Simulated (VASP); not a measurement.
Wanted: the native input for a VASP 6.6.1 run.

| Item | Value |
| --- | --- |
| Task | single point |
| Functional | PBEsol |
| Potentials or basis | VASP PAW PBE potentials, release 64 (Cu) |
| Cutoff | 520 eV |
| k mesh | 13 × 13 × 7 |
| Occupations | methfessel-paxton, width 0.15 eV |
| Spin | no spin polarisation |
| Dipole correction | no |
| Further INCAR settings | ALGO = Normal; EDIFF = 1e-07; NBANDS = 18 |

The structure of Cu lies in POSCAR:

```
Cu
1.0
    2.4998482476      0.0000000000      0.0000000000
   -1.2499236305      2.1649317155      0.0000000000
    0.0000000000      0.0000000000      4.0569889027
Cu
2
Direct
    0.3333333333      0.6666666667      0.2500000000
    0.6666666667      0.3333333333      0.7500000000
```

These files were run (other wordings do the same):

INCAR

```
SYSTEM = Cu
PREC = Accurate
ENCUT = 520
EDIFF = 1E-7
ISMEAR = 1
SIGMA = 0.15
LREAL = .FALSE.
LASPH = .TRUE.
NELM = 100
ALGO = Normal
ISIF = 2
LWAVE = .FALSE.
LCHARG = .FALSE.
GGA = PS
NBANDS = 18
```

KPOINTS

```
Automatic mesh
0
G
  13 13 7
  0 0 0
```

Potentials or basis: VASP PAW PBE potentials, release 64 (Cu).

Command:

```bash
$ cat potpaw_PBE.64/Cu/POTCAR > POTCAR
$ mpirun -np 1 vasp_std > vasp.out
```

It gave:

```yaml
Pressure: 6.1 GPa
Band_gap_on_the_k_mesh: zero (band 11 reaches 11.48 eV, above the bottom of band 12 at 6.36 eV)
```

Caveat: the PAW data sets were made with another functional, which shifts forces and pressure a little.

Run time: 27 s on 1 thread of AMD EPYC 7R43 64-Core Processor (Zen 3), with other jobs on the host, peak memory 0.11 GiB.
